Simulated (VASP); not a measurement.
Runs of VASP 6.6.1 on Hf. The structure is that of space group Im-3m (No. 229), or close to it. The cells are those of the table. 

```tsv
cell	gap on the mesh (eV)	pressure (GPa)
a = 2.792 Å, angles 109.5°, 1 atom	none	45.2
a = 2.518 Å, angles 109.5°, 1 atom	none	163.5
a = 2.662 Å, angles 109.5°, 1 atom	none	86.1
a = 2.264 Å, angles 109.5°, 1 atom	none	(a)
a = 2.911 Å, angles 109.5°, 1 atom	none	(b)
```

Alike in all rows: task single point; level PBE; potentials or basis VASP PAW PBE potentials, release 64 (Hf_pv); no spin polarisation; k mesh 17 × 17 × 17; cutoff (eV) 520; smearing fermi-dirac 0.08 eV.

Q: Estimate the missing entries.

A: (a) 477.2; (b) 20.5.

Caveats: spin-orbit coupling is left out, which moves the levels of the heavy elements.

A k mesh can miss the band edges, and the runs leave out spin-orbit coupling on Hf.

A gap of «none» marks levels without a gap at the run's occupations.
